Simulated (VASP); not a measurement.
Zn, 1 atom in the cell. It takes space group Im-3m (No. 229, cubic). Conventional cell: a = 3.026 Å, b = 3.026 Å, c = 3.026 Å, α = 90.00°, β = 90.00°, γ = 90.00°. Zn (site symmetry m-3m) has 14 Zn at 2.62 to 3.03 Å within 3.5 Å.  This cell differs from its parent crystal: volume scaled by 0.96.

```yaml
Program: VASP 6.6.1
Task: single point
Functional: r2SCAN
Potentials_or_basis: VASP PAW PBE potentials, release 64 (Zn)
Cutoff: 520 eV
k_mesh: 16 × 16 × 16
Occupations: fermi-dirac, width 0.1 eV
Spin: no spin polarisation
Dipole_correction: no
Further_INCAR_settings: ALGO = Normal; EDIFF = 1e-06; NBANDS = 12
```

Potentials or basis: VASP PAW PBE potentials, release 64 (Zn).

The run is started by

```bash
$ cat potpaw_PBE.64/Zn/POTCAR > POTCAR
$ cp INCAR.step1 INCAR
$ mpirun -np 1 vasp_std > vasp.out
$ cp INCAR.step2 INCAR
$ mpirun -np 1 vasp_std > vasp.out
```

Hardware: 1 thread of Intel Xeon 6975P-C (shared host).

Task: How long does it take, and how much memory?

Result: Run time: 53 s on 1 thread of Intel Xeon 6975P-C, on a shared host, peak memory 0.14 GiB. Counts: k points 145.
